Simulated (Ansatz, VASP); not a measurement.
# One calculation of NbC, two programs

INCAR

```
ALGO     = Normal         # electronic algorithm
EDIFF    = 1E-6           # SCF threshold, eV
ENCUT    = 600            # plane-wave cutoff, eV
GGA      = PS             # functional
GGA_COMPAT= F            
ISIF     = 2              # what is computed and relaxed
ISMEAR   = 0              # smearing method
IVDW     = 12             # dispersion correction
LASPH    = T              # aspherical terms in the spheres
LCHARG   = F              # write CHGCAR
LREAL    = F              # projectors in reciprocal space
LWAVE    = F              # write WAVECAR
NBANDS   = 16             # bands
NELM     = 120            # most SCF steps
PREC     = Accurate       # precision mode
SIGMA    = 0.05           # smearing width, eV
```

File KPOINTS:

```
k-points
0
Gamma
  10 10 10
```

POSCAR

```
NbC
1.0
    0.0000000000      2.1788778999      2.1788778999
    2.1788778999      0.0000000000      2.1788778999
    2.1788778999      2.1788778999      0.0000000000
Nb C
1 1
Direct
    0.0000000000      0.0000000000      0.0000000000
    0.5000000000      0.5000000000      0.5000000000
```

Input for Ansatz:

```yaml
crystal:
  lattice:
    - [0.0, 2.1788778999, 2.1788778999]
    - [2.1788778999, 0.0, 2.1788778999]
    - [2.1788778999, 2.1788778999, 0.0]
  atoms:
    - { symbol: Nb, position: [0.0, 0.0, 0.0] }
    - { symbol: C, position: [0.5, 0.5, 0.5] }
basis:
  ecutwfc: 420
  ecutrho_ratio: 4
kpoints:
  mp_grid: { grid: [10, 10, 10] }
hamiltonian:
  xc: pbesol
  dispersion: d3bj
scf:
  occupations: { method: gaussian, width: 0.05 }
output:
  forces: true
  stress: true
  eigenvalues: true
```

Alike in both runs: task single point; functional PBEsol; dispersion D3(BJ); k mesh 10 × 10 × 10; occupations gaussian, width 0.05 eV; no spin polarisation.

|  | VASP | Ansatz |
| --- | --- | --- |
| version | VASP 6.6.1 | Ansatz 0.2.0 |
| potentials or method | VASP PAW PBE potentials, release 64 (Nb_sv, C), cutoff 600 eV | scalar-relativistic, plane waves, PAW |
| valence electrons in the cell | 17 | 17 |

VASP gave:

* gap on the k mesh at the Fermi level (eV): none
* pressure (GPa): 14.4

Q: Which values does Ansatz return?

A: gap on the k mesh at the Fermi level (eV): none; pressure (GPa): 15.0.

VASP's potentials were made for PBE, not for PBEsol. A gap of «none» marks a metal or a gap that the smearing closes.
